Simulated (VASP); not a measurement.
Input of a VASP 6.6.1 run:

Contents of INCAR:

```
SYSTEM = Fe
  PREC = Accurate
  ENCUT = 520
  EDIFF = 1E-7
  ISMEAR = 1
  SIGMA = 0.2
  LREAL = .False.
  LASPH = .True.
  NELM = 150
  ALGO = Normal
  ISIF = 2
  LWAVE = .False.
  LCHARG = .False.
  ISPIN = 2
  MAGMOM = 1.988
  LORBIT = 11
  LMAXMIX = 4
  GGA = CA
  NBANDS = 14
```

The input KPOINTS:

```
Automatic mesh
0
Gamma
  16 16 16
  0 0 0
```

Contents of POSCAR:

```
Fe
1.0
   -1.3745984210      1.3745984210      1.3745984210
    1.3745984210     -1.3745984210      1.3745984210
    1.3745984210      1.3745984210     -1.3745984210
Fe
1
Direct
    0.0000000000      0.0000000000      0.0000000000
```

Potentials or basis: VASP PAW LDA potentials, release 64 (Fe).

Command:

```sh
$ cat potpaw_LDA.64/Fe/POTCAR > POTCAR
$ mpirun -np 1 vasp_std > vasp.out
```

(1) Predict the net moment.

(2) Predict the pressure.

(3) What does it give for the site moments?

Results:

(1) 1.95 μB per cell.

(2) -0.9 GPa.

(3) Fe +1.91 μB.
